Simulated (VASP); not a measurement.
# BiMo (rocksalt type) (Fm-3m) in VASP: further runs, part 2 of 2

VASP 6.6.1. Earlier steps stand in the parts before.

## Step 3: Single point, PBEsol

Contents of INCAR:

```
PREC = Accurate ; ENCUT = 500
EDIFF = 1E-6 ; ISMEAR = -1
SIGMA = 0.05 ; LREAL = F
LASPH = T ; NELM = 120
ALGO = Normal ; ISIF = 2
LWAVE = F ; LCHARG = T
GGA = PS ; LELF = T
LVHAR = T ; NBANDS = 22
GGA_COMPAT = F
```

Contents of KPOINTS:

```
regular mesh
0
Gamma
  12 12 12
```

Contents of POSCAR:

```
BiMo
1.0
    0.0000000000      2.7881930359      2.7881930359
    2.7881930359      0.0000000000      2.7881930359
    2.7881930359      2.7881930359      0.0000000000
Mo Bi
1 1
Direct
    0.0000000000      0.0000000000      0.0000000000
    0.5000000000      0.5000000000      0.5000000000
```

Potentials or basis: VASP PAW PBE potentials, release 64 (Mo_sv, Bi_d).

Run with:

```sh
$ cat potpaw_PBE.64/Mo_sv/POTCAR potpaw_PBE.64/Bi_d/POTCAR > POTCAR
$ mpirun -np 1 vasp_std > vasp.out
```

OUTCAR:

```text
PREC = Accurate
   ENCUT = 500
   EDIFF = 1E-6
   ISMEAR = -1
   LREAL = F
   LASPH = T
   NELM = 120
   ISIF = 2
   GGA = PS

 ion  position               nearest neighbor table
   1  0.000  0.000  0.000-   2 2.79   2 2.79   2 2.79   2 2.79   2 2.79   2 2.79
   2  0.500  0.500  0.500-   1 2.79   1 2.79   1 2.79   1 2.79   1 2.79   1 2.79

  LATTYP: Found a face centered cubic cell.
 ALAT       =     5.5763860718

  Lattice vectors:

 A1 = (   0.0000000000,   2.7881930359,   2.7881930359)
 A2 = (   2.7881930359,   0.0000000000,   2.7881930359)
 A3 = (   2.7881930359,   2.7881930359,   0.0000000000)

Analysis of symmetry for initial positions (statically):
=====================================================================
 Subroutine PRICEL returns:
 Original cell was already a primitive cell.

 Routine SETGRP: Setting up the symmetry group for a
 face centered cubic supercell.

 Subroutine GETGRP returns: Found 48 space group operations
 (whereof 48 operations were pure point group operations)
 out of a pool of 48 trial point group operations.

The static configuration has the point symmetry O_h .

Analysis of symmetry for dynamics (positions and initial velocities):
=====================================================================
 Subroutine PRICEL returns:
 Original cell was already a primitive cell.

 Routine SETGRP: Setting up the symmetry group for a
 face centered cubic supercell.

 Subroutine GETGRP returns: Found 48 space group operations
 (whereof 48 operations were pure point group operations)
 out of a pool of 48 trial point group operations.

The dynamic configuration has the point symmetry O_h .

 Subroutine INISYM returns: Found 48 space group operations
 (whereof 48 operations are pure point group operations),
 and found     1 'primitive' translations

----------------------------------------------------------------------------------------

                                     Primitive cell

  volume of cell :      43.3509

  direct lattice vectors                    reciprocal lattice vectors
     0.000000000  2.788193036  2.788193036    -0.179327612  0.179327612  0.179327612
     2.788193036  0.000000000  2.788193036     0.179327612 -0.179327612  0.179327612
     2.788193036  2.788193036  0.000000000     0.179327612  0.179327612 -0.179327612

  length of vectors
     3.943100406  3.943100406  3.943100406     0.310604536  0.310604536  0.310604536

  position of ions in fractional coordinates (direct lattice)
     0.000000000  0.000000000  0.000000000
     0.500000000  0.500000000  0.500000000

  ion indices of the primitive-cell ions
   primitive index   ion index
                 1           1
                 2           2

----------------------------------------------------------------------------------------

 KPOINTS: regular mesh

Automatic generation of k-mesh.
 Grid dimensions read from file:
 generate k-points for:   12   12   12

 Generating k-lattice:

  Cartesian coordinates                     Fractional coordinates (reciprocal lattice)
    -0.014943968  0.014943968  0.014943968     0.083333333  0.000000000  0.000000000
     0.014943968 -0.014943968  0.014943968     0.000000000  0.083333333  0.000000000
     0.014943968  0.014943968 -0.014943968     0.000000000  0.000000000  0.083333333

  Length of vectors
     0.025883711  0.025883711  0.025883711

  Shift w.r.t. Gamma in fractional coordinates (k-lattice)
     0.000000000  0.000000000  0.000000000

 Subroutine IBZKPT returns following result:
 ===========================================

 Found     72 irreducible k-points:

 Following reciprocal coordinates:
            Coordinates               Weight
  0.000000  0.000000  0.000000      1.000000
  0.083333  0.000000  0.000000      8.000000
  0.166667  0.000000  0.000000      8.000000
  0.250000  0.000000  0.000000      8.000000
  0.333333  0.000000  0.000000      8.000000
  0.416667  0.000000  0.000000      8.000000
[... 16 lines left out ...]
  0.500000  0.166667  0.000000     24.000000
 -0.416667  0.166667  0.000000     24.000000
 [... further k-points ...]
   k-points           NKPTS =     72   k-points in BZ     NKDIM =     72   number of bands    NBANDS=     22
   number of dos      NEDOS =    301   number of ions     NIONS =      2
   total plane-waves  NPLWV =  27000
   dimension x,y,z NGX =    30 NGY =   30 NGZ =   30
   dimension x,y,z NGXF=    60 NGYF=   60 NGZF=   60
   ions per type =               1   1
   NGX,Y,Z   is equivalent  to a cutoff of  12.65, 12.65, 12.65 a.u.
   NGXF,Y,Z  is equivalent  to a cutoff of  25.30, 25.30, 25.30 a.u.
 SYSTEM =  unknown system
   PREC   = accura    normal or accurate (medium, high low for compatibility)
   ISTART =      0    job   : 0-new  1-cont  2-samecut
   ICHARG =      2    charge: 1-file 2-atom 10-const
   ISPIN  =      1    spin polarized calculation?
   LNONCOLLINEAR =      F non collinear calculations
   LSORBIT =      F    spin-orbit coupling
   LASPH  =      T    aspherical Exc in radial PAW
   ENCUT  =  500.0 eV  36.75 Ry    6.06 a.u.   7.19  7.19  7.19*2*pi/ulx,y,z
   NELM   =    120;   NELMIN=  2; NELMDL= -5     # of ELM steps
   EDIFF  = 0.1E-05   stopping-criterion for ELM
   LREAL  =      F    real-space projection
   EDIFFG = 0.1E-04   stopping-criterion for IOM
   NSW    =      0    number of steps for IOM
   IBRION =     -1    ionic relax: 0-MD 1-quasi-New 2-CG
   NFREE  =      0    steps in history (QN), initial steepest desc. (CG)
   ISIF   =      2    stress and relaxation
   ISYM   =      2    0-nonsym 1-usesym 2-fastsym
   POTIM  = 0.5000    time-step for ionic-motion
   TEBEG  =    0.0;   TEEND  =   0.0 temperature during run
   PSTRESS=    0.0 pullay stress
   NELECT =      29.0000    total number of electrons
   NUPDOWN=      -1.0000    fix difference up-down
   EMIN   =  10.00;   EMAX   =-10.00  energy-range for DOS
   EFERMI =   0.00;   METHOD = LEGACY
   ISMEAR =    -1;   SIGMA  =   0.05  broadening in eV -4-tet -1-fermi 0-gaus
   EFERMI_NEDOS =   21; number of points for ismear=-14 and -15
   IALGO  =     38    algorithm
   IMIX   =      4    mixing-type and parameters
     AMIX     =   0.40;   BMIX     =  1.00
     AMIX_MAG =   1.60;   BMIX_MAG =  1.00
  volume/ion in A,a.u.               =      21.68       146.27
  Fermi-wavevector in a.u.,A,eV,Ry     =   1.431775  2.705662 27.891652  2.049979
  Thomas-Fermi vector in A             =   2.551474
   LORBIT       =      0    0 simple, 1 ext, 2 COOP (PROOUT), +10 PAW based schemes
   GGA     = PS    functional components
   LHFCALC =     F    Hartree Fock is set to
   AEXX    =    0.0000 exact exchange contribution
   IVDW    =     0    specifies the selected vdW correction
   LEPSILON=     F    determine dielectric tensor
   LRPA    =     F    only Hartree local field effects (RPA)
 non-spin polarized calculation
  energy-cutoff  :      500.00
  volume of cell :       43.35
 maximum number of plane-waves:      1124
 NGX is ok and might be reduce to    30
   NGX = 15   NGY = 15   NGZ = 15

 number of electron      29.0000010 magnetization

 Free energy of the ion-electron system (eV)
  ---------------------------------------------------
  ext. energy  EPLUGINS =         0.00000000
  ---------------------------------------------------
  free energy    TOTEN  =       -13.63000380 eV

  energy without entropy =      -13.59417983  energy(sigma->0) =      -13.61209182

 E-fermi :  10.2796     XC(G=0): -11.8893

 val. band max:       10.2752377798   @ k =   0.4167   0.2500   0.0833
 cond. band min:      10.2823141301   @ k =  -0.4167   0.2500   0.0833
 fundamental gap:      0.0070763503
 Fermi energy:        10.2795936161

 k-point     1 :       0.0000    0.0000    0.0000
  band No.  band energies     occupation
      1     -50.4481      2.00000
      2     -24.6162      2.00000
      3     -24.6162      2.00000
      4     -24.6162      2.00000
      5     -12.6174      2.00000
      6     -12.6174      2.00000
[... 14 lines left out ...]
     21      21.5894      0.00000
     22      21.5894      0.00000
[... 552 lines left out ...]
  band No.  band energies     occupation
      1     -50.4448      2.00000
      2     -24.6693      2.00000
      3     -24.6398      2.00000
      4     -24.6363      2.00000
      5     -12.5658      2.00000
      6     -12.5436      2.00000
[... 14 lines left out ...]
     21      19.4456      0.00000
     22      22.1948      0.00000

 [... further k-points ...]

------------------------ aborting loop because EDIFF is reached ----------------------------------------

  FORCE on cell =-STRESS in cart. coord.  units (eV):
  Direction    XX          YY          ZZ          XY          YZ          ZX
  --------------------------------------------------------------------------------------
  -------------------------------------------------------------------------------------
  Total        0.6062139      0.6062139      0.6062139      0.0000000      0.0000000     -0.0000000
  in kB       22.4046396     22.4046396     22.4046396      0.0000000      0.0000000     -0.0000000
  external PRESSURE =      22.4046396 kB  Pullay stress =       0.0000000 kB

 VOLUME and BASIS-vectors are now :
 -----------------------------------------------------------------------------
  energy-cutoff  :      500.00
  volume of cell :       43.35
      direct lattice vectors                 reciprocal lattice vectors
     0.000000000  2.788193036  2.788193036    -0.179327612  0.179327612  0.179327612
     2.788193036  0.000000000  2.788193036     0.179327612 -0.179327612  0.179327612
     2.788193036  2.788193036  0.000000000     0.179327612  0.179327612 -0.179327612

 POSITION                                       TOTAL-FORCE (eV/Angst)
 -----------------------------------------------------------------------------------
      0.00000      0.00000      0.00000        -0.000000      0.000000      0.000000
      2.78819      2.78819      2.78819         0.000000     -0.000000     -0.000000
 -----------------------------------------------------------------------------------
    total drift:                                0.000000      0.000000      0.000000

  FREE ENERGIE OF THE ION-ELECTRON SYSTEM (eV)
  ---------------------------------------------------
  free  energy   TOTEN  =       -13.6300038046 eV

  energy  without entropy=      -13.5941798329  energy(sigma->0) =      -13.61209182
```

stdout:

```text
POSCAR found type information on POSCAR MoBi
 POSCAR found :  2 types and       2 ions
 scaLAPACK will be used
 -----------------------------------------------------------------------------
|                                                                             |
|                                                                             |
|     You enforced a specific xc type in the INCAR file but a different       |
|     I HOPE YOU KNOW WHAT YOU ARE DOING!                                     |
|                                                                             |
 -----------------------------------------------------------------------------

 LDA part: xc-table for (Slater+PW92), standard interpolation
 POSCAR, INCAR and KPOINTS ok, starting setup
 FFT: planning ... GRIDC
 FFT: planning ... GRID_SOFT
 FFT: planning ... GRID
 WAVECAR not read
 entering main loop
```

It took 85 s on 1 thread of Oxide Virtual Turin-like, shared host; peak memory 0.18 GiB.

What came out:

```
Free energy            : -13.6300 eV
Pressure               : 2.2 GPa
Band gap on the k mesh : zero (an odd number of electrons rules out a gap without spin polarisation)
```

Caveat: the PAW data sets were made with another functional, which shifts forces and pressure a little; spin-orbit coupling is left out, which moves the levels of the heavy elements.

## Step 4: Single point, PBEsol

This run uses another cell than the first one, of 22.05 Å³/atom.

Contents of INCAR:

```
SYSTEM = BiMo
ALGO = Normal
EDIFF = 1E-6
ENCUT = 500
GGA = PS
GGA_COMPAT = .FALSE.
ISIF = 2
ISMEAR = -1
LASPH = .TRUE.
LCHARG = .FALSE.
LREAL = .FALSE.
LWAVE = .FALSE.
NBANDS = 22
NELM = 120
PREC = Accurate
SIGMA = 0.05
```

Contents of KPOINTS:

```
k-points
0
G
  12 12 12
  0 0 0
```

Contents of POSCAR:

```
BiMo
1.0
    0.0000000000      2.8041742621      2.8041742621
    2.8041742621      0.0000000000      2.8041742621
    2.8041742621      2.8041742621      0.0000000000
Mo Bi
1 1
Direct
    0.0000000000      0.0000000000      0.0000000000
    0.5000000000      0.5000000000      0.5000000000
```

Run with:

```sh
$ cat potpaw_PBE.64/Mo_sv/POTCAR potpaw_PBE.64/Bi_d/POTCAR > POTCAR
$ mpirun -np 1 vasp_std > vasp.out
```

It took 56 s on 1 thread of Oxide Virtual Turin-like, shared host; peak memory 0.18 GiB.

The run converged. Its results:

| Item | Value |
| --- | --- |
| Free energy | -13.6357 eV |
| Pressure | 0.1 GPa |
| Band gap on the k mesh | zero (an odd number of electrons rules out a gap without spin polarisation) |

Levels at points of the mesh, in eV from the Fermi level:
```csv
k point,band 13,band 14,band 15,band 16,band 17,band 18
"(0.00, 0.00, 0.00)",-1.15,-0.59,-0.59,1.53,1.53,1.53
"(0.50, 0.00, 0.00)",-3.39,-0.09,-0.09,0.54,3.75,6.40
"(0.50, 0.50, 0.00)",-1.14,-1.14,-0.04,0.44,0.44,1.56
```

Caveat: the PAW data sets were made with another functional, which shifts forces and pressure a little; spin-orbit coupling is left out, which moves the levels of the heavy elements.

## Step 5: Relaxation of cell and atoms, PBEsol, target pressure 2.1 GPa, at which the enthalpy is minimised

Contents of INCAR:

```
ALGO = Normal
EDIFF = 1E-7
EDIFFG = -0.005
ENCUT = 500
GGA = PS
GGA_COMPAT = False
IBRION = 2
ISIF = 3
ISMEAR = -1
LASPH = True
LCHARG = False
LREAL = False
LWAVE = False
NELM = 120
NELMIN = 4
NSW = 60
PREC = Accurate
PSTRESS = 21.0
SIGMA = 0.05
```

Contents of KPOINTS:

```
k-points
0
Gamma
  12 12 12
```

Contents of POSCAR:

```
BiMo
1.0
    0.0000000000      2.7881930359      2.7881930359
    2.7881930359      0.0000000000      2.7881930359
    2.7881930359      2.7881930359      0.0000000000
Mo Bi
1 1
Direct
    0.0000000000      0.0000000000      0.0000000000
    0.5000000000      0.5000000000      0.5000000000
```

Run with:

```sh
$ cat potpaw_PBE.64/Mo_sv/POTCAR potpaw_PBE.64/Bi_d/POTCAR > POTCAR
$ mpirun -np 1 vasp_std > vasp.out
```

It took 79 s on 1 thread of Oxide Virtual Turin-like, shared host; peak memory 0.18 GiB.

Results (log left out):

```yaml
Free_energy: -13.6306 eV
Relaxed_volume: 21.70 Å³/atom
Relaxed_cell: a = 3.944 Å, b = 3.944 Å, c = 3.944 Å, α = 60.00°, β = 60.00°, γ = 60.00°
Space_group_after_relaxing_to_0.1_Å: Fm-3m (No. 225)
Energy_change_on_relaxing_the_run_minimises_the_enthalpy: -0.3 meV/atom
Ionic_steps: 3
Pressure_after_relaxing: 2.1 GPa
Band_gap_on_the_k_mesh: zero (an odd number of electrons rules out a gap without spin polarisation)
```

The path:
| step | energy change (eV) | largest force (eV/Å) | pressure (GPa) | volume (Å³) |
| --- | --- | --- | --- | --- |
| 1 | 0.0000 | 0.0000 | 2.23 | 43.35 |
| 2 | -0.0015 | 0.0000 | 1.90 | 43.46 |
| 3 | -0.0006 | 0.0000 | 2.06 | 43.40 |

Final structure:
```
CELL_PARAMETERS angstrom
0.00000 2.78917 2.78917
2.78917 0.00000 2.78917
2.78917 2.78917 0.00000
ATOMIC_POSITIONS crystal
Mo 0.00000 0.00000 0.00000
Bi 0.50000 0.50000 0.50000
```

Levels at points of the mesh, in eV from the Fermi level:
| k point | band 11 | band 12 | band 13 | band 14 | band 15 | band 16 | band 17 | band 18 |
| --- | --- | --- | --- | --- | --- | --- | --- | --- |
| (0.00, 0.00, 0.00) | -1.17 | -1.17 | -1.17 | -0.59 | -0.59 | 1.58 | 1.58 | 1.58 |
| (0.50, 0.00, 0.00) | -6.17 | -3.45 | -3.45 | -0.10 | -0.10 | 0.56 | 3.79 | 6.53 |
| (0.50, 0.50, 0.00) | -4.46 | -2.39 | -1.15 | -1.15 | -0.03 | 0.45 | 0.45 | 1.62 |

Caveat: the cell is relaxed towards a set pressure, so the run minimises the enthalpy, not the energy; the PAW data sets were made with another functional, which shifts forces and pressure a little; spin-orbit coupling is left out, which moves the levels of the heavy elements.

## Step 6: Overview

| task | cell | gap on the mesh (eV) | pressure (GPa) |
| --- | --- | --- | --- |
| single point | a = 3.943 Å, angles 60.0°, 2 atoms | none | 2.2 |
| single point | a = 3.966 Å, angles 60.0°, 2 atoms | none | 0.1 |
| relaxation of cell and atoms | relaxed to 2.1 GPa from a = 3.943 Å, angles 60.0°, 2 atoms | none | 2.1 |

Alike in all rows: level PBEsol; potentials or basis VASP PAW PBE potentials, release 64 (Mo_sv, Bi_d); no spin polarisation; k mesh 12 × 12 × 12; cutoff (eV) 500; smearing fermi-dirac 0.05 eV.

Caveats: the PAW data sets were made with another functional, which shifts forces and pressure a little; spin-orbit coupling is left out, which moves the levels of the heavy elements; the cell is relaxed towards a set pressure, so the run minimises the enthalpy, not the energy (at least some runs).

Total energies depend on the potentials used, so only differences within one code and one set of settings carry meaning.
